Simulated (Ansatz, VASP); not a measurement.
# CdTe in VASP and in Ansatz

File POSCAR:

```
CdTe
1.0
    0.0000000000      3.2050000000      3.3492250000
    3.2050000000      0.0000000000      3.3492250000
    3.2050000000      3.2050000000      0.0000000000
Cd Te
1 1
Direct
    0.0000000000      0.0000000000      0.0000000000
    0.7500000000      0.7500000000      0.7500000000
```

Contents of INCAR.step1:

```
PREC = Accurate
ENCUT = 520
ISMEAR = 0
SIGMA = 0.05
LREAL = False
LASPH = True
NELM = 80
NBANDS = 16
GGA = PE
ALGO = Normal
EDIFF = 1E-4
LWAVE = True
LCHARG = False
```

Contents of INCAR.step2:

```
PREC = Accurate
ENCUT = 520
EDIFF = 1E-6
ISMEAR = 0
SIGMA = 0.05
LREAL = False
LASPH = True
NELM = 80
ALGO = Normal
ISIF = 2
LWAVE = False
LCHARG = False
METAGGA = R2SCAN
LMIXTAU = True
NBANDS = 16
ISTART = 1
```

File KPOINTS:

```
regular mesh
0
Gamma
  8 8 8
```

Input for Ansatz:

```yaml
crystal:
  lattice:
    - [0.0, 3.205, 3.349225]
    - [3.205, 0.0, 3.349225]
    - [3.205, 3.205, 0.0]
  atoms:
    - { symbol: Cd, position: [0.0, 0.0, 0.0] }
    - { symbol: Te, position: [0.75, 0.75, 0.75] }
basis:
  ecutwfc: 500
kpoints:
  mp_grid: { grid: [8, 8, 8] }
hamiltonian:
  xc: r2scan
scf:
  occupations: { method: gaussian, width: 0.05 }
output:
  forces: true
  stress: true
  eigenvalues: true
```

Change from the starting cell: strain +0.0450 x Voigt [0, 0, 1, 0, 0, 0], atoms carried along.

Alike in both runs: task single point; functional r2SCAN; k mesh 8 × 8 × 8; occupations gaussian, width 0.05 eV; no spin polarisation.

```csv
,VASP,Ansatz
version,VASP 6.6.1,Ansatz 0.2.0
potentials or method,"VASP PAW PBE potentials, release 64 (Cd, Te), cutoff 520 eV","scalar-relativistic, plane waves, PAW"
valence electrons in the cell,18,36
```

```csv
,VASP,Ansatz,Ansatz less VASP
gap on the k mesh at the Fermi level (eV),1.18,1.18,+0.006
least direct gap on the mesh (eV),1.18,1.18,+0.006
pressure (GPa),1.1,1.0,-0.12
"traceless stress, the component that is largest in VASP (GPa)",-0.52,-0.52,+0.001
```

VASP's potentials were made for PBE, not for r2SCAN. VASP's potentials hold 18 valence electrons a cell and Ansatz's 36, so a difference there can come from the potentials and not from the codes.

Neither program's run includes spin-orbit coupling.
